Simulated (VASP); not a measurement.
# CuI: single point with HF

The system is CuI.

```
I Cu
1.0
     0.00000    3.32230    3.32230
     3.32230    0.00000    3.32230
     3.32230    3.32230    0.00000
I Cu
1 1
Direct
  0.00000 0.00000 0.00000
  0.75000 0.75000 0.75000
```

```
Program                            : VASP 6.6.1
Task                               : single point
Functional                         : HF
Potentials or basis                : VASP PAW PBE potentials, release 64 (I, Cu)
Cutoff                             : 520 eV
k mesh                             : 4 × 4 × 4
Occupations                        : fermi-dirac, width 0.05 eV
Spin                               : no spin polarisation
Dipole correction                  : no
Grid for exact exchange (PRECFOCK) : Normal
Further INCAR settings             : ALGO = Normal; EDIFF = 1e-06; NBANDS = 16
Share of exact exchange            : 1
```

The pressure is -0.5 GPa and the band gap on the k mesh is 9.40 eV.

Levels at points of the mesh, in eV from the valence-band top:
| k point | band 6 | band 7 | band 8 | band 9 | band 10 | band 11 | band 12 | band 13 |
| --- | --- | --- | --- | --- | --- | --- | --- | --- |
| (0.00, 0.00, 0.00) | -4.31 | 0.00 | 0.00 | 0.00 | 9.40 | 13.96 | 13.96 | 13.96 |
| (0.50, 0.00, 0.00) | -4.31 | -3.44 | -0.58 | -0.58 | 10.88 | 14.17 | 14.17 | 15.00 |
| (0.50, 0.50, 0.00) | -4.29 | -2.88 | -1.50 | -1.50 | 10.98 | 11.70 | 16.78 | 18.23 |

Run time: 7.4 min on 1 thread of AMD EPYC 9R45 96-Core Processor (Zen 5), with other jobs on the host, peak memory 0.19 GiB.

Caveat: the PAW data sets were made with another functional, which shifts forces and pressure a little; spin-orbit coupling is left out, which moves the levels of the heavy elements.
